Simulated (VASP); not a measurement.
# Zn4SnGe3P8 (P1) in VASP: single point with PBEsol

Aim: the single point of Zn4SnGe3P8 with PBEsol.

All numbers are computed with VASP 6.6.1; they aren't measurements. Logs are shortened: lines on timing, memory, paths and dates and some standing lists are left out, and cuts for length are marked.

**1. The cell of the first run**

The typed cell holds 16 atoms: a = 5.474 Å, b = 5.474 Å, c = 10.852 Å, α = 90.00°, β = 90.00°, γ = 90.00°.

**2. Single point, PBEsol, collinear spin**

Contents of INCAR:

```
SYSTEM = Zn4SnGe3P8
PREC = Accurate ; ENCUT = 500
EDIFF = 1E-6 ; ISMEAR = -1
SIGMA = 0.05 ; LREAL = .False.
LASPH = .True. ; NELM = 200
ALGO = Normal ; ISIF = 2
LWAVE = .False. ; LCHARG = .False.
ISPIN = 2 ; MAGMOM = 0.125 0.125 0.125 0.125 0.125 0.125 0.125 0.125 0.125 0.125 0.125 0.125 0.125 0.125 0.125 0.125
LORBIT = 11 ; GGA = PS
NBANDS = 90 ; GGA_COMPAT = .False.
```

Contents of KPOINTS:

```
Automatic mesh
0
Gamma
  2 2 2
  0.5 0.5 0.5
```

Contents of POSCAR:

```
Zn4SnGe3P8
1.0
    5.4735780000     -0.0000630000     -0.0000180000
   -0.0000630000      5.4735780000     -0.0000180000
   -0.0000350000     -0.0000350000     10.8516360000
Zn Sn Ge P
4 1 3 8
Direct
    0.0120460000      0.9909400000      0.9917650000
    0.0097590000      0.4968860000      0.2511490000
    0.5216220000      0.0019550000      0.7518810000
    0.5268480000      0.5200780000      0.4971420000
    0.0105130000      0.9866690000      0.5045030000
    0.5076000000      0.0285490000      0.2508790000
    0.4792020000      0.4792820000      0.9989100000
    0.9928090000      0.5132390000      0.7437710000
    0.2268990000      0.2553080000      0.1343420000
    0.2457690000      0.2575480000      0.6267260000
    0.7494580000      0.7399430000      0.1170570000
    0.7423350000      0.2735130000      0.3634820000
    0.2623100000      0.7339830000      0.3743690000
    0.2379770000      0.7490990000      0.8771970000
    0.7439980000      0.7627500000      0.6276590000
    0.7535230000      0.2426260000      0.8778320000
```

Potentials or basis: VASP PAW PBE potentials, release 64 (Zn, Sn_d, Ge_d, P).

The run is started by

```console
> cat potpaw_PBE.64/Zn/POTCAR potpaw_PBE.64/Sn_d/POTCAR potpaw_PBE.64/Ge_d/POTCAR potpaw_PBE.64/P/POTCAR > POTCAR
> mpirun -np 1 vasp_std > vasp.out
```

OUTCAR:

```text
SYSTEM = Zn4SnGe3P8
   PREC = Accurate
   ENCUT = 500
   EDIFF = 1E-6
   ISMEAR = -1
   LREAL = .False.
   LASPH = .True.
   NELM = 200
   ISIF = 2
   ISPIN = 2
   LORBIT = 11
   GGA = PS

 ion  position               nearest neighbor table
   1  0.012  0.991  0.992-  14 2.20  16 2.33  11 2.41   9 2.42
   2  0.010  0.497  0.251-   9 2.18  12 2.26  13 2.32  11 2.43
   3  0.522  0.002  0.752-  15 2.24  16 2.28  10 2.47  14 2.48
   4  0.527  0.520  0.497-  15 2.28  13 2.29  12 2.31  10 2.53
   5  0.011  0.987  0.505-  15 2.33  10 2.37  13 2.41  12 2.64
   6  0.508  0.029  0.251-  12 2.22   9 2.35  13 2.49  11 2.52
[... 8 lines left out ...]
  15  0.744  0.763  0.628-   3 2.24   4 2.28   8 2.30   5 2.33
  16  0.754  0.243  0.878-   3 2.28   1 2.33   7 2.38   8 2.45

  LATTYP: Found a base centered orthorhombic cell.
 ALAT       =     7.7407191469
 B/A-ratio  =     1.0000230199
 C/A-ratio  =     1.4018899012

  Lattice vectors:

 A1 = (   5.4735780000,  -0.0000630000,  -0.0000180000)
 A2 = (  -0.0000630000,   5.4735780000,  -0.0000180000)
 A3 = (  -0.0000350000,  -0.0000350000,  10.8516360000)

Analysis of symmetry for initial positions (statically):
=====================================================================
 Subroutine PRICEL returns:
 Original cell was already a primitive cell.

 Routine SETGRP: Setting up the symmetry group for a
 base centered orthorhombic supercell.

 Subroutine GETGRP returns: Found  1 space group operations
 (whereof  1 operations were pure point group operations)
 out of a pool of  8 trial point group operations.

The static configuration has the point symmetry C_1 .

Analysis of symmetry for dynamics (positions and initial velocities):
=====================================================================
 Subroutine PRICEL returns:
 Original cell was already a primitive cell.

 Routine SETGRP: Setting up the symmetry group for a
 base centered orthorhombic supercell.

 Subroutine GETGRP returns: Found  1 space group operations
 (whereof  1 operations were pure point group operations)
 out of a pool of  8 trial point group operations.

The dynamic configuration has the point symmetry C_1 .

Analysis of structural, dynamic, and magnetic symmetry:
=====================================================================
 Subroutine PRICEL returns:
 Original cell was already a primitive cell.

 Routine SETGRP: Setting up the symmetry group for a
 base centered orthorhombic supercell.

 Subroutine GETGRP returns: Found  1 space group operations
 (whereof  1 operations were pure point group operations)
 out of a pool of  8 trial point group operations.

The overall configuration has the point symmetry C_1 .

 Subroutine INISYM returns: Found  1 space group operations
 (whereof  1 operations are pure point group operations),
 and found     1 'primitive' translations

----------------------------------------------------------------------------------------

                                     Primitive cell

  volume of cell :     325.1156

  direct lattice vectors                    reciprocal lattice vectors
     5.473578000 -0.000063000 -0.000018000     0.182695853  0.000002103  0.000000589
    -0.000063000  5.473578000 -0.000018000     0.000002103  0.182695853  0.000000589
    -0.000035000 -0.000035000 10.851636000     0.000000303  0.000000303  0.092152004

  length of vectors
     5.473578000  5.473578000 10.851636000     0.182695853  0.182695853  0.092152004

  position of ions in fractional coordinates (direct lattice)
     0.012046000  0.990940000  0.991765000
     0.009759000  0.496886000  0.251149000
     0.521622000  0.001955000  0.751881000
     0.526848000  0.520078000  0.497142000
     0.010513000  0.986669000  0.504503000
     0.507600000  0.028549000  0.250879000
[... 8 lines left out ...]
     0.743998000  0.762750000  0.627659000
     0.753523000  0.242626000  0.877832000

  ion indices of the primitive-cell ions
   primitive index   ion index
                 1           1
                 2           2
                 3           3
                 4           4
                 5           5
                 6           6
[... 8 lines left out ...]
                15          15
                16          16

----------------------------------------------------------------------------------------

 KPOINTS: Automatic mesh

Automatic generation of k-mesh.
 Grid dimensions read from file:
 generate k-points for:    2    2    2

 Generating k-lattice:

  Cartesian coordinates                     Fractional coordinates (reciprocal lattice)
     0.091347926  0.000001051  0.000000295     0.500000000  0.000000000  0.000000000
     0.000001051  0.091347926  0.000000295     0.000000000  0.500000000  0.000000000
     0.000000152  0.000000152  0.046076002     0.000000000  0.000000000  0.500000000

  Length of vectors
     0.091347926  0.091347926  0.046076002

  Shift w.r.t. Gamma in fractional coordinates (k-lattice)
     0.500000000  0.500000000  0.500000000

 Subroutine IBZKPT returns following result:
 ===========================================

 Found      4 irreducible k-points:

 Following reciprocal coordinates:
            Coordinates               Weight
  0.250000  0.250000  0.250000      2.000000
 -0.250000 -0.250000  0.250000      2.000000
 -0.250000  0.250000  0.250000      2.000000
  0.250000 -0.250000  0.250000      2.000000
   k-points           NKPTS =      4   k-points in BZ     NKDIM =      4   number of bands    NBANDS=     90
   number of dos      NEDOS =    301   number of ions     NIONS =     16
   total plane-waves  NPLWV = 128000
   dimension x,y,z NGX =    40 NGY =   40 NGZ =   80
   dimension x,y,z NGXF=    80 NGYF=   80 NGZF=  160
   ions per type =               4   1   3   8
   NGX,Y,Z   is equivalent  to a cutoff of  12.15, 12.15, 12.26 a.u.
   NGXF,Y,Z  is equivalent  to a cutoff of  24.30, 24.30, 24.51 a.u.
 SYSTEM =  Zn4SnGe3P8
   PREC   = accura    normal or accurate (medium, high low for compatibility)
   ISTART =      0    job   : 0-new  1-cont  2-samecut
   ICHARG =      2    charge: 1-file 2-atom 10-const
   ISPIN  =      2    spin polarized calculation?
   LNONCOLLINEAR =      F non collinear calculations
   LSORBIT =      F    spin-orbit coupling
   LASPH  =      T    aspherical Exc in radial PAW
   ENCUT  =  500.0 eV  36.75 Ry    6.06 a.u.   9.98  9.98 19.79*2*pi/ulx,y,z
   NELM   =    200;   NELMIN=  2; NELMDL= -5     # of ELM steps
   EDIFF  = 0.1E-05   stopping-criterion for ELM
   LREAL  =      F    real-space projection
   EDIFFG = 0.1E-04   stopping-criterion for IOM
   NSW    =      0    number of steps for IOM
   IBRION =     -1    ionic relax: 0-MD 1-quasi-New 2-CG
   NFREE  =      0    steps in history (QN), initial steepest desc. (CG)
   ISIF   =      2    stress and relaxation
   ISYM   =      2    0-nonsym 1-usesym 2-fastsym
   POTIM  = 0.5000    time-step for ionic-motion
   TEBEG  =    0.0;   TEEND  =   0.0 temperature during run
   PSTRESS=    0.0 pullay stress
   NELECT =     144.0000    total number of electrons
   NUPDOWN=      -1.0000    fix difference up-down
   EMIN   =  10.00;   EMAX   =-10.00  energy-range for DOS
   EFERMI =   0.00;   METHOD = LEGACY
   ISMEAR =    -1;   SIGMA  =   0.05  broadening in eV -4-tet -1-fermi 0-gaus
   EFERMI_NEDOS =   21; number of points for ismear=-14 and -15
   IALGO  =     38    algorithm
   IMIX   =      4    mixing-type and parameters
     AMIX     =   0.40;   BMIX     =  1.00
     AMIX_MAG =   1.60;   BMIX_MAG =  1.00
  volume/ion in A,a.u.               =      20.32       137.12
  Fermi-wavevector in a.u.,A,eV,Ry     =   1.247909  2.358207 21.188051  1.557278
  Thomas-Fermi vector in A             =   2.382020
   LORBIT       =     11    0 simple, 1 ext, 2 COOP (PROOUT), +10 PAW based schemes
   GGA     = PS    functional components
   LHFCALC =     F    Hartree Fock is set to
   AEXX    =    0.0000 exact exchange contribution
   IVDW    =     0    specifies the selected vdW correction
   LEPSILON=     F    determine dielectric tensor
   LRPA    =     F    only Hartree local field effects (RPA)
 spin polarized calculation
  energy-cutoff  :      500.00
  volume of cell :      325.12
 maximum number of plane-waves:      8255
   NGX = 19   NGY = 19   NGZ = 39

 number of electron     143.9999979 magnetization       0.0004211

 number of electron     143.9999979 magnetization      -0.0001038

 Free energy of the ion-electron system (eV)
  ---------------------------------------------------
  ext. energy  EPLUGINS =         0.00000000
  ---------------------------------------------------
  free energy    TOTEN  =       -72.98202519 eV

  energy without entropy =      -72.98202494  energy(sigma->0) =      -72.98202506

 E-fermi :   5.0644     XC(G=0): -10.0206

 val. band max:        4.2778941016   @ k =   0.2500  -0.2500   0.2500
 cond. band min:       5.8597537809   @ k =   0.2500   0.2500   0.2500
 fundamental gap:      1.5818596793
 Fermi energy:         5.0643651712

 spin component 1

 k-point     1 :       0.2500    0.2500    0.2500
  band No.  band energies     occupation
      1     -20.3719      1.00000
      2     -20.3668      1.00000
      3     -20.3662      1.00000
      4     -20.3411      1.00000
      5     -20.3367      1.00000
      6     -20.2716      1.00000
[... 337 lines left out ...]
     83       8.2337      0.00000
     84       8.6198      0.00000
 Fermi energy:         5.0643651712

 spin component 2

 k-point     1 :       0.2500    0.2500    0.2500
  band No.  band energies     occupation
      1     -20.3719      1.00000
      2     -20.3668      1.00000
      3     -20.3662      1.00000
      4     -20.3411      1.00000
      5     -20.3367      1.00000
      6     -20.2716      1.00000
[... 337 lines left out ...]
     83       8.2337      0.00000
     84       8.6198      0.00000
 [bands above 84 left out]

------------------------ aborting loop because EDIFF is reached ----------------------------------------

  FORCE on cell =-STRESS in cart. coord.  units (eV):
  Direction    XX          YY          ZZ          XY          YZ          ZX
  --------------------------------------------------------------------------------------
  -------------------------------------------------------------------------------------
  Total        4.1379584      2.9334142      1.6285314      0.3797014      4.0832943     -1.3584798
  in kB       20.3919549     14.4559332      8.0254407      1.8711774     20.1225689     -6.6946201
  external PRESSURE =      14.2911096 kB  Pullay stress =       0.0000000 kB

 VOLUME and BASIS-vectors are now :
 -----------------------------------------------------------------------------
  energy-cutoff  :      500.00
  volume of cell :      325.12
      direct lattice vectors                 reciprocal lattice vectors
     5.473578000 -0.000063000 -0.000018000     0.182695853  0.000002103  0.000000589
    -0.000063000  5.473578000 -0.000018000     0.000002103  0.182695853  0.000000589
    -0.000035000 -0.000035000 10.851636000     0.000000303  0.000000303  0.092152004

 POSITION                                       TOTAL-FORCE (eV/Angst)
 -----------------------------------------------------------------------------------
      0.06584      5.42395     10.76225        -0.748013      0.527599      1.143930
      0.05338      2.71973      2.72537        -0.703469      1.169371     -0.043668
      2.85511      0.01064      8.15913        -1.241398      0.248727      0.431838
      2.88369      2.84664      5.39479        -0.672565     -0.655915      0.276996
      0.05746      5.40059      5.47466        -0.266797      1.294509     -1.786868
      2.77838      0.15622      2.72244        -0.706469     -1.909713     -0.931628
[... 8 lines left out ...]
      4.07226      4.17490      6.81110        -0.821221     -1.437661      0.781683
      4.12442      1.32795      9.52590         0.088666      0.867968     -0.220986
 -----------------------------------------------------------------------------------
    total drift:                               -0.003570     -0.000340     -0.000032

  FREE ENERGIE OF THE ION-ELECTRON SYSTEM (eV)
  ---------------------------------------------------
  free  energy   TOTEN  =       -72.9820251880 eV

  energy  without entropy=      -72.9820249380  energy(sigma->0) =      -72.98202506

 total charge

# of ion       s       p       d       tot
------------------------------------------
    1        0.598   0.598   9.748  10.944
    2        0.612   0.645   9.753  11.009
    3        0.592   0.569   9.748  10.910
    4        0.596   0.586   9.750  10.933
    5        1.111   1.362  10.090  12.563
    6        1.105   1.183  10.072  12.359
[... 8 lines left out ...]
   15        1.025   1.553   0.000   2.578
   16        1.031   1.461   0.000   2.492
--------------------------------------------------
tot         15.069  19.170  79.306 113.545

 magnetization (x)

# of ion       s       p       d       tot
------------------------------------------
    1       -0.000  -0.000   0.000  -0.000
    2       -0.000  -0.000   0.000  -0.000
    3       -0.000  -0.000  -0.000  -0.000
    4       -0.000  -0.000   0.000  -0.000
    5        0.000   0.000  -0.000   0.000
    6        0.000   0.000  -0.000   0.000
[... 8 lines left out ...]
   15        0.000  -0.000   0.000  -0.000
   16        0.000   0.000   0.000   0.000
--------------------------------------------------
tot          0.000   0.000  -0.000   0.000
```

Run time: 2.8 min. Hardware: 1 thread of Intel Xeon 6975P-C (Granite Rapids), shared host; peak memory 0.52 GiB.

Results:

| Quantity | Value |
| --- | --- |
| Free energy | -72.9820 eV |
| Pressure | 1.4 GPa |
| Largest force | 2.239 eV/Å |
| Band gap on the k mesh | 1.58 eV (least direct gap 1.67 eV) |
| Net moment | 0.00 μB per cell |
| Valence electrons inside the program's atomic spheres | Zn 10.94, 11.01, 10.91, 10.93; Sn 12.56; Ge 12.36, 12.34, 12.38; P 2.52, 2.51, 2.45, 2.54, 2.58, 2.49 (each value once) |

Forces on the atoms (eV/Å):
```
Zn  -0.748  0.528  1.144
Zn  -0.703  1.169 -0.044
Zn  -1.241  0.249  0.432
Zn  -0.673 -0.656  0.277
Sn  -0.267  1.295 -1.787
Ge  -0.706 -1.910 -0.932
Ge   0.428  0.601  0.296
Ge   0.005 -0.698  0.944
P    1.030 -1.211 -1.382
P    1.380  1.141  0.787
P   -0.575  0.583  0.387
P    0.726 -0.511  1.329
P    0.794  0.676 -0.943
P    1.283 -0.687 -1.070
P   -0.821 -1.438  0.782
P    0.089  0.868 -0.221
```

Stress tensor (GPa, compression positive):
```
 2.04  0.19 -0.67
 0.19  1.45  2.01
-0.67  2.01  0.80
```

Caveat: the k points lie up to 0.57 Å⁻¹ apart; the PAW data sets were made with another functional, which shifts forces and pressure a little; spin-orbit coupling is left out, which moves the levels of the heavy elements; a shifted mesh leaves out Γ, where band edges can lie. A k mesh can miss the band edges.
